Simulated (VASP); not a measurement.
PbS:

```
CELL_PARAMETERS angstrom
2.11266 1.21975 3.45192
-2.11266 1.21975 3.45192
0.00000 -2.43949 3.45192
ATOMIC_POSITIONS crystal
Pb 0.98057 0.98057 0.98057
S 0.47504 0.47504 0.47504
```

Base run:

| Item | Value |
| --- | --- |
| Program | VASP 6.6.1 |
| Functional | BLYP |
| Potentials or basis | VASP PAW PBE potentials, release 64 (Pb_d, S) |
| Cutoff | 500 eV |
| k mesh | 6 × 6 × 6 |
| Occupations | gaussian, width 0.01 eV |
| Spin | no spin polarisation |

Its results: band gap on the k mesh 0.57 eV; pressure 4.4 GPa; largest force 0.023 eV/Å.

Problem. The run is repeated on the same cell with these changes: functional from BLYP to LDA; potentials or basis from VASP PAW PBE potentials, release 64 (Pb_d, S) to VASP PAW LDA potentials, release 64 (Pb_d, S). What comes out?

Solution. Band gap on the k mesh 0.31 eV; pressure -3.7 GPa; largest force 0.014 eV/Å.

Caveats: spin-orbit coupling is left out, which moves the levels of the heavy elements; the cell stands under pressure (at least some runs); the PAW data sets were made with another functional, which shifts forces and pressure a little (at least some runs); the cell stands under tension (at least some runs).

A k mesh can miss the band edges.
